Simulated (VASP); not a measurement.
A run of VASP 6.6.1 is set up as follows.

File INCAR:

```
SYSTEM = Te2Mo
ALGO     = Normal         ! electronic algorithm
DIPOL    = 0.5 0.5 0.500
EDIFF    = 1E-6           ! SCF threshold, eV
ENCUT    = 520            ! plane-wave cutoff, eV
GGA      = PE             ! functional
IDIPOL   = 3            
ISIF     = 2              ! what is computed and relaxed
ISMEAR   = 0              ! smearing method
IVDW     = 12             ! dispersion correction
LASPH    = .True.         ! aspherical terms in the spheres
LCHARG   = .True.         ! write CHGCAR
LDIPOL   = .True.       
LELF     = .True.         ! ELF
LREAL    = .False.        ! projectors in reciprocal space
LVACPOTAV= .True.       
LVHAR    = .True.       
LWAVE    = .False.        ! write WAVECAR
NBANDS   = 35             ! bands
NELM     = 100            ! most SCF steps
PREC     = Accurate       ! precision mode
SIGMA    = 0.02           ! smearing width, eV
```

The input KPOINTS:

```
k-points
0
Gamma
  9 9 1
  0 0 0
```

Contents of POSCAR:

```
Te2Mo
1.0
    3.5004349527      0.0000000000      0.0000000000
   -1.7502174764      3.0314655933      0.0000000000
    0.0000000000      0.0000000000     46.9720266495
Te Mo
4 2
Direct
    0.3333333333      0.6666666667      0.3883719911
    0.3333333333      0.6666666667      0.4657439016
    0.6666666667      0.3333333333      0.5342560984
    0.6666666667      0.3333333333      0.6116280089
    0.6666666667      0.3333333333      0.4270376860
    0.3333333333      0.6666666667      0.5729623140
```

Potentials or basis: VASP PAW PBE potentials, release 64 (Te, Mo_sv).

Launch:

```bash
$ cat potpaw_PBE.64/Te/POTCAR potpaw_PBE.64/Mo_sv/POTCAR > POTCAR
$ mpirun -np 1 vasp_std > vasp.out
```

Problem. Predict the largest force.

Solution. 0.016 eV/Å.

Problem. Estimate the band gap on the k mesh.

Solution. 0.91 eV, indirect (least direct gap 1.14 eV).

Forces in eV/Å, atoms in the order of the input:
```
Te   0.000  0.000 -0.013
Te   0.000  0.000  0.016
Te   0.000  0.000 -0.016
Te   0.000  0.000  0.013
Mo   0.000  0.000  0.000
Mo   0.000  0.000  0.000
```

Caveat: spin-orbit coupling is left out, which moves the levels of the heavy elements.
